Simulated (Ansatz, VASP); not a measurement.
## One calculation of ScPb, two programs

```
Sc Pb
1.0
     3.54409    0.00000    0.00000
    -1.77205    3.06927    0.00000
     0.00000    0.00000    4.72083
Sc Pb
1 1
Direct
  0.00000 0.00000 0.50000
  0.66667 0.33333 0.00000
```

Alike in both runs: functional PBE; k mesh 6 × 6 × 4; occupations gaussian, width 0.1 eV; no spin polarisation.

Ansatz relaxed the structure, and its values are those at the end. VASP's run is a single point on that final structure, the one shown.

|  | VASP | Ansatz |
| --- | --- | --- |
| version | VASP 6.6.1 | Ansatz 0.2.0 |
| potentials or method | VASP PAW PBE potentials, release 64 (Sc_sv, Pb_d), cutoff 520 eV | scalar-relativistic, plane waves, PAW |
| valence electrons in the cell | 25 | 25 |

|  | VASP | Ansatz | Ansatz less VASP |
| --- | --- | --- | --- |
| gap on the k mesh at the Fermi level (eV) | none | none | - |
| pressure (GPa) | 0.1 | 0.1 | -0.04 |

A gap of «none» marks a metal or a gap that the smearing closes.

Spin-orbit coupling is off throughout.
